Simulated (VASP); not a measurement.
# Al9N8 in VASP: notebook

Runs on Al9N8. Level: PBE+D3(BJ). Tasks: single point.

Program: VASP 6.6.1. These are calculated values, not measurements. Logs are shortened: lines on timing, memory, paths and dates and some standing lists are left out, and cuts for length are marked.

## (1) The cell of the first run

The cell holds a slab with vacuum, 17 atoms: a = 6.162 Å, b = 6.162 Å, c = 17.437 Å, α = 90.00°, β = 90.00°, γ = 120.00°.

## (2) Single point, PBE+D3(BJ), collinear spin, zero start

INCAR

```
SYSTEM = Al9N8
PREC     = Accurate       ! precision mode
ENCUT    = 520            ! plane-wave cutoff, eV
EDIFF    = 1E-6           ! SCF threshold, eV
ISMEAR   = -1             ! smearing method
SIGMA    = 0.02           ! smearing width, eV
LREAL    = Auto         
LASPH    = .True.         ! aspherical terms in the spheres
NELM     = 150            ! most SCF steps
ALGO     = Normal         ! electronic algorithm
ISIF     = 2              ! what is computed and relaxed
LWAVE    = .False.        ! write WAVECAR
LCHARG   = .True.         ! write CHGCAR
ISPIN    = 2              ! spin polarisation
MAGMOM   = 0 0 0 0 0 0 0 0 0 0 0 0 0 0 0 0 0 ! initial moments
LORBIT   = 11             ! projections on sites
GGA      = PE             ! functional
IVDW     = 12             ! dispersion correction
LELF     = .True.         ! ELF
LVHAR    = .True.       
NBANDS   = 52             ! bands
```

KPOINTS

```
Automatic mesh
0
Gamma
  3 3 1
  0 0 0
```

POSCAR

```
Al9N8
1.0
    6.1620000000      0.0000000000      0.0000000000
   -3.0810000000      5.3364490000      0.0000000000
    0.0000000000      0.0000000000     17.4373420000
Al N
9 8
Direct
    0.1666666354      0.3333332709      0.0573481899
    0.3202287385      0.1561066170      0.2028676159
    0.1666666823      0.8333333646      0.0573481899
    0.3419566636      0.6737026813      0.2072452327
    0.6666666354      0.3333332709      0.0573481899
    0.8629416133      0.1498144178      0.2132975312
    0.6666666823      0.8333333646      0.0573481899
    0.8598015560      0.6951470913      0.2056342647
    0.1845208335     -0.1158901734      0.3373451642
    0.1806366811      0.3449919600      0.1647582527
    0.0218167331     -0.0034178159      0.2791026293
    0.1802551832      0.8316444137      0.1600879308
    0.3265493147      0.7113440042      0.3111665184
    0.6804352958      0.3339679626      0.1948388120
    1.3388831153      1.1928233550      0.4917827499
    0.6697821456      0.8317574102      0.1649889645
    1.2858878577      1.0816072636      0.4374530247
```

Potentials or basis: VASP PAW PBE potentials, release 64 (Al, N).

Launch:

```console
$ cat potpaw_PBE.64/Al/POTCAR potpaw_PBE.64/N/POTCAR > POTCAR
$ mpirun -np 1 vasp_std > vasp.out
```

OUTCAR:

```text
SYSTEM = Al9N8
   PREC = Accurate
   ENCUT = 520
   EDIFF = 1E-6
   ISMEAR = -1
   LREAL = Auto
   LASPH = .True.
   NELM = 150
   ISIF = 2
   ISPIN = 2
   LORBIT = 11
   GGA = PE
   IVDW = 12
 IVDW          = 12

 ion  position               nearest neighbor table
   1  0.167  0.333  0.057-  10 1.87   7 3.08   3 3.08   5 3.08   5 3.08   3 3.08   7 3.08   2 3.09
                             6 3.17   4 3.18
   2  0.320  0.156  0.203-  10 1.88  12 1.89  14 1.93  11 2.08   9 2.76   6 2.80   8 2.84   4 3.04
                             3 3.07   1 3.09   4 3.13   5 3.14   8 3.32
   3  0.167  0.833  0.057-  12 1.79   8 3.06   2 3.07   5 3.08   1 3.08   7 3.08   7 3.08   1 3.08
                             5 3.08   4 3.17
   4  0.342  0.674  0.207-  13 1.84  12 1.89  16 1.90  10 1.90   9 3.00   8 3.04   2 3.04   6 3.08
                             6 3.10   2 3.13   8 3.13   7 3.14   3 3.17   1 3.18
   5  0.667  0.333  0.057-  14 2.40   3 3.08   7 3.08   1 3.08   1 3.08   7 3.08   3 3.08   2 3.14
                             8 3.23
   6  0.863  0.150  0.213-  16 1.91  10 1.91  14 1.98  11 2.02   8 2.80   2 2.80   4 3.08   4 3.10
                             1 3.17   7 3.21
   7  0.667  0.833  0.057-  16 1.88   1 3.08   5 3.08   3 3.08   3 3.08   5 3.08   1 3.08   4 3.14
                             8 3.14   6 3.21
   8  0.860  0.695  0.206-  16 1.89  12 1.89  14 1.94  11 2.06   6 2.80   2 2.84   9 2.88   4 3.04
                             3 3.06   4 3.13   7 3.14   5 3.23   2 3.32
   9  0.185  0.884  0.337-  13 1.74  11 1.79  17 2.04   2 2.76   8 2.88   4 3.00
  10  0.181  0.345  0.165-   1 1.87   2 1.88   4 1.90   6 1.91
  11  0.022  0.997  0.279-   9 1.79   6 2.02   8 2.06   2 2.08
  12  0.180  0.832  0.160-   3 1.79   2 1.89   8 1.89   4 1.89
  13  0.327  0.711  0.311-   9 1.74   4 1.84
  14  0.680  0.334  0.195-   2 1.93   8 1.94   6 1.98   5 2.40
  15  0.339  0.193  0.492-  17 1.12
  16  0.670  0.832  0.165-   7 1.88   8 1.89   4 1.90   6 1.91
  17  0.286  0.082  0.437-  15 1.12   9 2.04

  LATTYP: Found a hexagonal cell.
 ALAT       =     6.1620000000
 C/A-ratio  =     2.8298185654

  Lattice vectors:

 A1 = (   6.1620000000,   0.0000000000,   0.0000000000)
 A2 = (  -3.0810000000,   5.3364490000,   0.0000000000)
 A3 = (   0.0000000000,   0.0000000000,  17.4373420000)

Analysis of symmetry for initial positions (statically):
=====================================================================
 Subroutine PRICEL returns:
 Original cell was already a primitive cell.

 Routine SETGRP: Setting up the symmetry group for a
 hexagonal supercell.

 Subroutine GETGRP returns: Found  1 space group operations
 (whereof  1 operations were pure point group operations)
 out of a pool of 24 trial point group operations.

The static configuration has the point symmetry C_1 .

Analysis of symmetry for dynamics (positions and initial velocities):
=====================================================================
 Subroutine PRICEL returns:
 Original cell was already a primitive cell.

 Routine SETGRP: Setting up the symmetry group for a
 hexagonal supercell.

 Subroutine GETGRP returns: Found  1 space group operations
 (whereof  1 operations were pure point group operations)
 out of a pool of 24 trial point group operations.

The dynamic configuration has the point symmetry C_1 .

Analysis of structural, dynamic, and magnetic symmetry:
=====================================================================
 Subroutine PRICEL returns:
 Original cell was already a primitive cell.

 Routine SETGRP: Setting up the symmetry group for a
 hexagonal supercell.

 Subroutine GETGRP returns: Found  1 space group operations
 (whereof  1 operations were pure point group operations)
 out of a pool of 24 trial point group operations.

The overall configuration has the point symmetry C_1 .

 Subroutine INISYM returns: Found  1 space group operations
 (whereof  1 operations are pure point group operations),
 and found     1 'primitive' translations

[... 46 lines left out ...]
  ---------------------------------------------------
  free energy    TOTEN  =      -106.11507680 eV

  energy without entropy =     -106.10091794  energy(sigma->0) =     -106.10799737

 E-fermi :   0.2927     XC(G=0):  -4.9741

 val. band max:        0.2865641611   @ k =   0.3333   0.3333   0.0000
 cond. band min:       0.3313550368   @ k =  -0.3333   0.3333   0.0000
 fundamental gap:      0.0447908757
 Fermi energy:         0.2927399532

 spin component 1

 k-point     1 :       0.0000    0.0000    0.0000
  band No.  band energies     occupation
      1     -25.0935      1.00000
      2     -16.0877      1.00000
      3     -14.5325      1.00000
      4     -14.4183      1.00000
      5     -14.1799      1.00000
      6     -13.9351      1.00000
[... 229 lines left out ...]
     44       4.1509      0.00000
     45       4.5243      0.00000
 Fermi energy:         0.2927399532

 spin component 2

 k-point     1 :       0.0000    0.0000    0.0000
  band No.  band energies     occupation
      1     -25.0935      1.00000
      2     -16.0877      1.00000
      3     -14.5325      1.00000
      4     -14.4183      1.00000
      5     -14.1799      1.00000
      6     -13.9351      1.00000
[... 229 lines left out ...]
     44       4.1510      0.00000
     45       4.5244      0.00000
 [bands above 45 left out]

------------------------ aborting loop because EDIFF is reached ----------------------------------------

 Edisp (eV)   -2.59760

 E8    (eV) :    -1.0746

  FORCE on cell =-STRESS in cart. coord.  units (eV):
  Direction    XX          YY          ZZ          XY          YZ          ZX
  --------------------------------------------------------------------------------------
  -------------------------------------------------------------------------------------
  Total     -13.15171   -12.70662    -0.25762     0.33941    -0.44011    -0.58623
  in kB     -36.74841   -35.50474    -0.71985     0.94839    -1.22976    -1.63804
  external pressure =      -24.32 kB  Pullay stress =        0.00 kB

 VOLUME and BASIS-vectors are now :
 -----------------------------------------------------------------------------
  energy-cutoff  :      520.00
  volume of cell :      573.40
      direct lattice vectors                 reciprocal lattice vectors
     6.162000000  0.000000000  0.000000000     0.162284972  0.093695264  0.000000000
    -3.081000000  5.336449000  0.000000000     0.000000000  0.187390529  0.000000000
     0.000000000  0.000000000 17.437342000     0.000000000  0.000000000  0.057348190

 POSITION                                       TOTAL-FORCE (eV/Angst)
 -----------------------------------------------------------------------------------
     -0.00000      1.77882      1.00000        -0.013563      0.151347      0.128450
      1.49228      0.83306      3.53747        -0.023839      0.005011     -0.034936
     -1.54050      4.44704      1.00000         0.116107     -0.071764     -1.035752
      0.03146      3.59518      3.61381        -0.057542      0.005178      0.007296
      3.08100      1.77882      1.00000         0.179763      0.006404      0.808372
      4.85587      0.79948      3.71934        -0.057580     -0.004694     -0.001612
[... 9 lines left out ...]
      1.56455      4.43863      2.87697        -0.008206      0.002927      0.013189
      1.51021      0.43549      7.62802         0.085665     -0.772068     -1.030724
 -----------------------------------------------------------------------------------
    total drift:                               -0.000815      0.007088     -0.001278

  FREE ENERGIE OF THE ION-ELECTRON SYSTEM (eV)
  ---------------------------------------------------
  free  energy   TOTEN  =      -108.7126781721 eV

  energy  without entropy=     -108.6985193102  energy(sigma->0) =     -108.70559874

 total charge

# of ion       s       p       d       tot
------------------------------------------
    1        0.428   0.314   0.000   0.741
    2        0.366   0.413   0.000   0.779
    3        0.429   0.339   0.000   0.768
    4        0.367   0.440   0.000   0.807
    5        0.458   0.246   0.000   0.704
    6        0.352   0.379   0.000   0.731
[... 9 lines left out ...]
   16        1.232   2.620   0.000   3.853
   17        1.335   2.578   0.000   3.913
--------------------------------------------------
tot         13.734  23.565   0.000  37.298

 magnetization (x)

# of ion       s       p       d       tot
------------------------------------------
    1        0.000  -0.000   0.000  -0.000
    2        0.000  -0.000   0.000   0.000
    3        0.000  -0.000   0.000  -0.000
    4        0.000  -0.000   0.000  -0.000
    5        0.000  -0.000   0.000  -0.000
    6        0.000  -0.000   0.000  -0.000
[... 9 lines left out ...]
   16       -0.000  -0.000   0.000  -0.000
   17        0.000  -0.000   0.000  -0.000
--------------------------------------------------
tot          0.000  -0.000   0.000  -0.000
```

It took 9.6 min on 1 thread of AMD EPYC 9R45 (Zen 5), shared host; peak memory 0.93 GiB.

What came out:

```
Free energy                                           : -108.7127 eV
Largest force                                         : 1.291 eV/Å
Net moment                                            : 0.00 μB per cell
Valence electrons inside the program's atomic spheres : Al 0.74, 0.78, 0.77, 0.81, 0.70, 0.73, 0.84 (each value once); N 3.85, 3.74, 3.89, 3.67, 3.70, 3.81, 3.91 (each value once)
Dispersion energy per atom                            : -0.153 eV
```

Forces on the atoms (eV/Å):
```
Al  -0.014  0.151  0.128
Al  -0.024  0.005 -0.035
Al   0.116 -0.072 -1.036
Al  -0.058  0.005  0.007
Al   0.180  0.006  0.808
Al  -0.058 -0.005 -0.002
Al  -0.042 -0.007  0.188
Al  -0.011  0.033 -0.021
Al   0.011 -0.084 -0.031
N   -0.023  0.045  0.043
N   -0.008 -0.015  0.008
N   -0.004  0.007  0.011
N   -0.107  0.103  0.044
N   -0.006  0.003  0.034
N   -0.030  0.593  0.871
N   -0.008  0.003  0.013
N    0.086 -0.772 -1.031
```

Caveat: the k points lie up to 0.39 Å⁻¹ apart; the standard files for N, O and F lose accuracy on very short bonds; there is no dipole correction, which matters where the two faces differ; no moment was typed at the start, so none could form.

## (3) Single point, PBE+D3(BJ), collinear spin, zero start

INCAR

```
SYSTEM = Al9N8
PREC = Accurate
ENCUT = 520
EDIFF = 1E-7
ISMEAR = -1
SIGMA = 0.02
LREAL = Auto
LASPH = .TRUE.
NELM = 150
ALGO = Normal
ISIF = 2
LWAVE = .FALSE.
LCHARG = .FALSE.
ISPIN = 2
MAGMOM = 0 0 0 0 0 0 0 0 0 0 0 0 0 0 0 0 0
LORBIT = 11
GGA = PE
IVDW = 12
NBANDS = 52
```

KPOINTS

```
regular mesh
0
G
  3 3 1
  0 0 0
```

POSCAR

```
Al9N8
1.0
    6.1620000000      0.0000000000      0.0000000000
   -3.0810000000      5.3364490000      0.0000000000
    0.0000000000      0.0000000000     17.4373420000
Al N
9 8
Direct
    0.1666666354      0.3333332709      0.0573481899
    0.3299080458      0.1435220312      0.2007627653
    0.1666666823      0.8333333646      0.0573481899
    0.3683014294      0.6544269420      0.2030936252
    0.6666666354      0.3333332709      0.0573481899
    0.8796354072      0.1479433234      0.2086626505
    0.6666666823      0.8333333646      0.0573481899
    0.8536813823      0.6805471204      0.2139611645
    0.2586354059      0.0378410812      0.3506487399
    0.1943214841      0.3307620854      0.1593702182
    0.0436051353     -0.0013340332      0.2754810337
    0.1904242244      0.8080120320      0.1621903155
    0.4376388771      0.5708726908      0.2979902556
    0.6919445110      0.3231249844      0.1863706636
    1.3794259838      1.2717237624      0.5257789863
    0.6965953632      0.8329930634      0.1603383130
    1.2651695157      1.2347330594      0.4732240154
```

Potentials or basis: VASP PAW PBE potentials, release 64 (Al, N).

Launch:

```console
$ cat potpaw_PBE.64/Al/POTCAR potpaw_PBE.64/N/POTCAR > POTCAR
$ mpirun -np 1 vasp_std > vasp.out
```

Run time: 12 min. Hardware: 1 thread of AMD EPYC 9R45 (Zen 5), shared host; peak memory 0.92 GiB.

It converged, with:

| Item | Value |
| --- | --- |
| Free energy | -105.0083 eV |
| Largest force | 2.035 eV/Å |
| Net moment | 0.00 μB per cell |
| Valence electrons inside the program's atomic spheres | Al 0.77, 0.78, 0.75, 0.82, 0.71, 0.74, 0.76 (each value once); N 3.89, 3.76, 3.82, 3.48, 3.70, 3.85, 3.88 (each value once) |
| Dispersion energy per atom | -0.152 eV |

Forces on the atoms (eV/Å):
```
Al   0.006  0.073 -1.056
Al   0.324  0.324  0.157
Al   0.180 -0.258  0.025
Al  -0.001 -0.030 -0.051
Al   0.416 -0.004  1.209
Al  -0.026 -0.033 -0.057
Al   0.100 -0.006 -0.611
Al  -0.062  0.056  0.071
Al  -0.061  0.383  0.048
N   -0.159 -0.071 -0.028
N   -0.562 -0.291  0.129
N   -0.189  0.089  0.149
N    0.379 -0.274 -0.045
N    0.101 -0.076 -0.158
N    0.970  0.468  1.727
N   -0.361  0.007  0.003
N   -1.055 -0.359 -1.511
```

Levels at points of the mesh, in eV from the Fermi level:
Spin up:
```
           k point  band 29  band 30  band 31  band 32  band 33  band 34  band 35  band 36  band 37  band 38
(0.00, 0.00, 0.00)    -1.38    -1.24    -0.89    -0.71    -0.62    -0.54    -0.35    -0.01     0.15     1.18
```
Spin down:
```csv
k point,band 30,band 31,band 32,band 33,band 34,band 35,band 36,band 37
"(0.00, 0.00, 0.00)",-1.24,-0.89,-0.71,-0.62,-0.54,-0.35,-0.01,0.15
```

Caveat: the k points lie up to 0.39 Å⁻¹ apart; the standard files for N, O and F lose accuracy on very short bonds; there is no dipole correction, which matters where the two faces differ; no moment was typed at the start, so none could form.

## (4) Single point, PBE+D3(BJ), collinear spin, zero start

INCAR

```
  PREC = Accurate
  ENCUT = 520
  EDIFF = 1E-6
  ISMEAR = -1
  SIGMA = 0.02
  LREAL = Auto
  LASPH = T
  NELM = 150
  ALGO = Normal
  ISIF = 2
  LWAVE = F
  LCHARG = T
  ISPIN = 2
  MAGMOM = 0 0 0 0 0 0 0 0 0 0 0 0 0 0 0 0 0
  LORBIT = 11
  GGA = PE
  IVDW = 12
  LELF = T
  LVHAR = T
  NBANDS = 52
```

KPOINTS

```
regular mesh
0
Gamma
  3 3 1
```

POSCAR

```
Al9N8
1.0
    6.1620000000      0.0000000000      0.0000000000
   -3.0810000000      5.3364490000      0.0000000000
    0.0000000000      0.0000000000     17.4373420000
Al N
9 8
Direct
    0.1666666354      0.3333332709      0.0573481899
    0.3436914949      0.1555348885      0.1982971946
    0.1666666823      0.8333333646      0.0573481899
    0.3596001434      0.6290418966      0.2015445932
    0.6666666354      0.3333332709      0.0573481899
    0.8601533203      0.1324854786      0.2011894359
    0.6666666823      0.8333333646      0.0573481899
    0.8293314155      0.6655317047      0.2211721832
    0.2534039430      0.2339409596      0.3321244717
    0.1754981006      0.3152568309      0.1586869146
   -0.0050331156      0.0011554500      0.2827037515
    0.1801740733      0.8020355858      0.1743181960
    0.4961629075      0.4767357469      0.2805548002
    0.6938683735      0.3133190254      0.1705880977
    1.2417792676      1.0559525632      0.4950881275
    0.6778327140      0.8116050580      0.1608775581
    1.2440125377      1.1464385774      0.4383596995
```

Launch:

```console
$ cat potpaw_PBE.64/Al/POTCAR potpaw_PBE.64/N/POTCAR > POTCAR
$ mpirun -np 1 vasp_std > vasp.out
```

Wall time 8 min (1 thread of AMD EPYC 9R45 (Zen 5), shared host); peak memory 0.93 GiB.

It converged, with:

```
Free energy                                           : -108.2913 eV
Largest force                                         : 1.684 eV/Å
Net moment                                            : 0.00 μB per cell
Valence electrons inside the program's atomic spheres : Al 0.78, 0.77, 0.71, 0.79, 0.72, 0.76, 0.68, 0.87 (each value once); N 3.93, 3.72, 3.73, 3.75, 3.79, 3.90 (each value once)
Dispersion energy per atom                            : -0.153 eV
```

Forces on the atoms (eV/Å):
```
Al  -0.086  0.028 -1.682
Al   0.206 -0.001 -0.033
Al   0.260 -0.488  1.183
Al  -0.033  0.120  0.027
Al   0.516 -0.026  1.076
Al   0.010 -0.114  0.121
Al   0.095 -0.094 -0.765
Al  -0.078  0.049  0.018
Al  -0.624  0.163  0.958
N    0.126 -0.050 -0.292
N   -0.438 -0.383 -0.529
N    0.092  0.095  0.099
N    0.033  0.566 -0.374
N   -0.112 -0.020  0.136
N    0.165 -0.395  0.934
N   -0.118  0.109 -0.165
N   -0.015  0.439 -0.711
```

Levels at points of the mesh, in eV from the Fermi level:
Spin up:
| k point | band 31 | band 32 | band 33 | band 34 | band 35 | band 36 |
| --- | --- | --- | --- | --- | --- | --- |
| (0.00, 0.00, 0.00) | -1.51 | -1.33 | -1.08 | -0.63 | -0.53 | -0.48 |
Spin down:
```csv
k point,band 30,band 31,band 32,band 33,band 34,band 35,band 36,band 37
"(0.00, 0.00, 0.00)",-1.62,-1.51,-1.33,-1.08,-0.63,-0.53,-0.48,0.00
```

Caveat: the k points lie up to 0.39 Å⁻¹ apart; the standard files for N, O and F lose accuracy on very short bonds; there is no dipole correction, which matters where the two faces differ; no moment was typed at the start, so none could form.

## (5) Summary

```csv
cell,gap on the mesh (eV),moment (μB),largest force (eV/Å)
"as given, atomic positions A",none,0.00,1.29
"as given, atomic positions B",none,0.00,2.03
"as given, atomic positions C",none,0.00,1.68
```

Alike in all rows: task single point; level PBE+D3(BJ); potentials or basis VASP PAW PBE potentials, release 64 (Al, N); spin collinear, zero start; k mesh 3 × 3 × 1; cutoff (eV) 520; smearing fermi-dirac 0.02 eV.

Caveats: all runs use coarse meshes; the standard files for N, O and F lose accuracy on very short bonds; there is no dipole correction, which matters where the two faces differ; no moment was typed at the start, so none could form.

Absolute energies hang on the potentials; compare differences alone.

The gap in the log of VASP goes by the Fermi energy; the results here count the filled bands.